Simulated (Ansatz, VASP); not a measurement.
**NaHF2: VASP beside Ansatz**

```xyz
4
Lattice="1.7512 1.0111 4.6999 -1.7512 1.0111 4.6999 0.0000 -2.0221 4.6999" Properties=species:S:1:pos:R:3 pbc="T T T"
Na    0.0000    0.0000    0.0000
H     0.0000    0.0000    7.0499
F     0.0000    0.0000    5.7809
F     0.0000    0.0000    8.3189
```

Change from the starting cell: volume scaled by 1.04, PAW files.

Alike in both runs: task electric field gradients; functional LDA; k mesh 10 × 10 × 10; occupations fermi-dirac, width 0.02 eV; no spin polarisation.

|  | VASP | Ansatz |
| --- | --- | --- |
| version | VASP 6.6.1 | Ansatz 0.2.0 |
| potentials or method | VASP PAW LDA potentials, release 64 (Na_pv, H, F) | PAW with Ansatz's default frozen-core files, scalar-relativistic |
| plane-wave cutoff (eV) | 520 | 420 |
| valence electrons in the cell | 22 | 24 |

|  | VASP | Ansatz | Ansatz less VASP |
| --- | --- | --- | --- |
| gap on the k mesh at the Fermi level (eV) | 6.18 | 6.21 | +0.031 |
| pressure (GPa) | -8.3 | -8.3 | +0.03 |
| traceless stress, the component that is largest in VASP (GPa) | -11.42 | -11.78 | -0.363 |
| rms of the force components (eV/Å) | 0.905 | 0.926 | +0.0210 |
| size of Vzz on the site where it differs most (V/Å²) | 120.8 | 118.9 | -1.99 |

LDA's correlation is that of Perdew and Zunger in VASP and of Perdew and Wang (1992) in Ansatz. Atom by atom the forces differ by 0.021 eV/Å (rms over components). VASP's potentials hold 22 valence electrons a cell and Ansatz's 24, so a difference there can come from the potentials and not from the codes.
